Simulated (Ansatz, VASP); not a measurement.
Be: VASP beside Ansatz

File INCAR:

```
SYSTEM = Be
PREC = Accurate ; ENCUT = 520
EDIFF = 1E-6 ; ISMEAR = -1
SIGMA = 0.1 ; LREAL = .False.
LASPH = .True. ; NELM = 60
ALGO = Normal ; ISIF = 2
LWAVE = .False. ; LCHARG = .False.
GGA = RP ; NBANDS = 9
```

KPOINTS

```
Automatic mesh
0
Gamma
  12 12 12
  0 0 0
```

POSCAR

```
Be
1.0
    0.0000000000      2.5039841691      2.5039841691
    2.5039841691      0.0000000000      2.5039841691
    2.5039841691      2.5039841691      0.0000000000
Be
2
Direct
    0.1250000000      0.1250000000      0.1250000000
    0.8750000000      0.8750000000      0.8750000000
```

Input for Ansatz:

```yaml
crystal:
  lattice:
    - [0.0, 2.5039841691, 2.5039841691]
    - [2.5039841691, 0.0, 2.5039841691]
    - [2.5039841691, 2.5039841691, 0.0]
  atoms:
    - { symbol: Be, position: [0.125, 0.125, 0.125] }
    - { symbol: Be, position: [0.875, 0.875, 0.875] }
hamiltonian:
  xc: rpbe
  pseudopotentials:
    kind: paw
    azcp:
      Be: "pseudopotentials/Be.paw.azcp"
basis:
  ecutwfc: 420
  fft_grid_basis: typed
kpoints:
  mp_grid: { grid: [12, 12, 12], shift: [0, 0, 0] }
magnetization:
  spin_polarized: false
scf:
  occupations: { method: fermi_dirac, width: 0.1 }
  lower_state_search: "off"
output:
  stress: true
```

Alike in both runs: task single point; functional RPBE; k mesh 12 × 12 × 12; occupations fermi-dirac, width 0.1 eV; no spin polarisation.

|  | VASP | Ansatz |
| --- | --- | --- |
| version | VASP 6.6.1 | Ansatz 0.2.0 |
| potentials or method | VASP PAW PBE potentials, release 64 (Be), cutoff 520 eV | plane waves (420 eV) with PAW, scalar-relativistic |
| valence electrons in the cell | 4 | 4 |

```csv
,VASP,Ansatz,Ansatz less VASP
pressure (GPa),-1.5,-1.5,+0.01
```

VASP's potentials were made for PBE, not for RPBE. The functional is the same, so the differences come from potentials, cutoffs and numerics.
